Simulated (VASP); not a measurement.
Here is a VASP 6.6.1 calculation.

File INCAR:

```
SYSTEM = MnF2
PREC = Accurate ; ENCUT = 520
EDIFF = 1E-6 ; ISMEAR = 0
SIGMA = 0.05 ; LREAL = .FALSE.
LASPH = .TRUE. ; NELM = 150
ALGO = Normal ; ISIF = 2
LWAVE = .FALSE. ; LCHARG = .FALSE.
ISPIN = 2 ; MAGMOM = -0.24 0 0
LORBIT = 11 ; LMAXMIX = 4
LDAU = .TRUE. ; LDAUTYPE = 2
LDAUL = 2 -1 ; LDAUU = 6 0
LDAUJ = 0 0 ; LDAUPRINT = 1
GGA = PE ; NBANDS = 24
```

KPOINTS

```
regular mesh
0
G
  7 7 4
  0 0 0
```

Contents of POSCAR:

```
MnF2
1.0
    3.0792500000      0.0000000000      0.0000000000
   -1.5396250000      2.6667087300      0.0000000000
    0.0000000000      0.0000000000      4.9674693400
Mn F
1 2
Direct
    0.0000000000      0.0000000000      0.0000000000
    0.3333333333      0.6666666667      0.2520000000
    0.6666666667      0.3333333333      0.7480000000
```

Potentials or basis: VASP PAW PBE potentials, release 64 (Mn_pv, F).

The run is started by

```bash
$ cat potpaw_PBE.64/Mn_pv/POTCAR potpaw_PBE.64/F/POTCAR > POTCAR
$ mpirun -np 1 vasp_std > vasp.out
```

Problem. Estimate the site moments.

Solution. Mn -0.94; F -0.01 μB.

Problem. Predict the largest force.

Solution. 1.453 eV/Å.

Problem. Predict the pressure.

Solution. -3.4 GPa.

Problem. What does it give for the net moment?

Solution. -1.00 μB per cell.

Eigenvalues of the final occupation matrices:
| site | spin | trace | eigenvalues |
| --- | --- | --- | --- |
| site 1 d | 1 | 2.03 | 0.01 0.05 0.05 0.96 0.96 |
| site 1 d | 2 | 2.96 | 0.05 0.05 0.95 0.95 0.95 |

Caveat: a cell with one magnetic atom can't hold antiferromagnetic order, which such compounds often take; forces of over 1 eV/Å act on the atoms, so gaps and moduli don't describe the material at rest. The state reached can hang on the start; a lower one may exist.
